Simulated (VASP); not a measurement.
Set up this calculation in VASP 6.6.1, as the native input.

| Item | Value |
| --- | --- |
| Task | single point |
| Functional | PBE |
| Potentials or basis | VASP PAW PBE potentials, release 64 (Ga_d, O) |
| Cutoff | 600 eV |
| k mesh | 6 × 6 × 6 |
| Occupations | gaussian, width 0.02 eV |
| Spin | no spin polarisation |
| Dipole correction | no |
| Further INCAR settings | ALGO = Normal; EDIFF = 1e-06; NBANDS = 55 |

The structure of Ga2O3 lies in POSCAR:

```
Ga2O3
1.0
    2.5289757152      1.4601048268      4.5413217472
   -2.5289757152      1.4601048268      4.5413217472
    0.0000000000     -2.9202096030      4.5413217635
Ga O
4 6
Direct
    0.3558414578      0.3558414578      0.3558414578
    0.1441585422      0.1441585422      0.1441585422
    0.6441585422      0.6441585422      0.6441585422
    0.8558414578      0.8558414578      0.8558414578
    0.5531021181      0.9468978819      0.2500000000
    0.2500000000      0.5531021181      0.9468978819
    0.9468978819      0.2500000000      0.5531021181
    0.4468978819      0.0531021181      0.7500000000
    0.7500000000      0.4468978819      0.0531021181
    0.0531021181      0.7500000000      0.4468978819
```

These files were run (other wordings do the same):

INCAR

```
SYSTEM = Ga2O3
  PREC = Accurate
  ENCUT = 600
  EDIFF = 1E-6
  ISMEAR = 0
  SIGMA = 0.02
  LREAL = .False.
  LASPH = .True.
  NELM = 120
  ALGO = Normal
  ISIF = 2
  LWAVE = .False.
  LCHARG = .False.
  GGA = PE
  NBANDS = 55
  GGA_COMPAT = .False.
```

KPOINTS

```
regular mesh
0
Gamma
  6 6 6
  0 0 0
```

Potentials or basis: VASP PAW PBE potentials, release 64 (Ga_d, O).

Command:

```console
$ cat potpaw_PBE.64/Ga_d/POTCAR potpaw_PBE.64/O/POTCAR > POTCAR
$ mpirun -np 1 vasp_std > vasp.out
```

Results of the run:

* Pressure: 0.7 GPa
* Largest force: 0.012 eV/Å
* Band gap on the k mesh: 2.39 eV (least direct gap 2.62 eV)

Wall time 9.5 min on 1 thread of Oxide Virtual Turin-like Processor, on a shared host, peak memory 0.36 GiB.
